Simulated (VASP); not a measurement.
BN, 4 atoms in the cell. The structure is hexagonal, space group P6_3/mmc (No. 194). The conventional cell has a = 2.501 Å, b = 2.501 Å, c = 6.893 Å, α = 90.00°, β = 90.00°, γ = 120.00°. B (site symmetry -6m2) has 3 N at 1.44 Å within 1.9 Å. Within 1.9 Å of N (site symmetry -6m2) lie 3 B at 1.44 Å. 

```yaml
Program: VASP 6.6.1
Task: single point
Functional: r2SCAN
Potentials_or_basis: VASP PAW PBE potentials, release 64 (B, N)
Cutoff: 520 eV
k_mesh: 6 × 6 × 2
Occupations: gaussian, width 0.01 eV
Spin: no spin polarisation
Dipole_correction: no
Further_INCAR_settings: ALGO = Normal; EDIFF = 1e-06; NBANDS = 16
```

Potentials or basis: VASP PAW PBE potentials, release 64 (B, N).

The run is started by

```console
$ cat potpaw_PBE.64/B/POTCAR potpaw_PBE.64/N/POTCAR > POTCAR
$ cp INCAR.step1 INCAR
$ mpirun -np 1 vasp_std > vasp.out
$ cp INCAR.step2 INCAR
$ mpirun -np 1 vasp_std > vasp.out
```

Hardware: 1 thread of Intel Xeon 6975P-C (shared host).

Q: Estimate the wall time of this run.

A: Wall time 35 s on 1 thread of Intel Xeon 6975P-C (shared host), peak memory 0.16 GiB. Counts: k points 14.
